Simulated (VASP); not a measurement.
The system is MgTeF6.

```
Mg Te F
1.0
     5.04062    0.00000    0.00000
     0.00000    5.04062    0.00000
     0.00000    0.00000    5.04062
Mg Te F
1 1 6
Cartesian
  0.0000 0.0000 0.0000
  2.5203 2.5203 2.5203
  2.5203 0.0000 0.0000
  0.0000 2.5203 0.0000
  0.0000 0.0000 2.5203
  0.0000 2.5203 2.5203
  2.5203 0.0000 2.5203
  2.5203 2.5203 0.0000
```

The cell was generated, and may not be a known phase.

| Property | Result |
| --- | --- |
| Program | VASP 6.6.1 |
| Task | relaxation of cell and atoms |
| Functional | PBE |
| Potentials or basis | VASP PAW PBE potentials, release 64 (Mg, Te, F) |
| Cutoff | 600 eV |
| k mesh | 4 × 4 × 4 |
| Occupations | gaussian, width 0.1 eV |
| Spin | no spin polarisation |

At the start: pressure -15.4 GPa; volume 16.01 Å³/atom.

How do energy, volume and symmetry change on relaxing?

Over 4 steps the energy falls by 299.5 meV/atom and the volume is 11.54 Å³/atom (-27.9 %); space group Pm-3m (No. 221, to 0.1 Å) before and after.

Step by step:
```
step  energy change (eV)  largest force (eV/Å)  pressure (GPa)  volume (Å³)
   1              0.0000                0.0000          -15.35       128.07
   2             -2.1366                0.0000           -8.17       101.69
   3             -2.3939                0.0000           -0.81        93.16
   4             -2.3956                0.0000            0.14        92.34
```

Final structure:
```
CELL_PARAMETERS angstrom
4.51990 0.00000 0.00000
0.00000 4.51990 0.00000
0.00000 0.00000 4.51990
ATOMIC_POSITIONS crystal
Mg 0.00000 0.00000 0.00000
Te 0.50000 0.50000 0.50000
F 0.50000 0.00000 0.00000
F 0.00000 0.50000 0.00000
F 0.00000 0.00000 0.50000
F 0.00000 0.50000 0.50000
F 0.50000 0.00000 0.50000
F 0.50000 0.50000 0.00000
```

Caveat: the volume moved by over 15 % at a fixed basis, so the end points are rough.
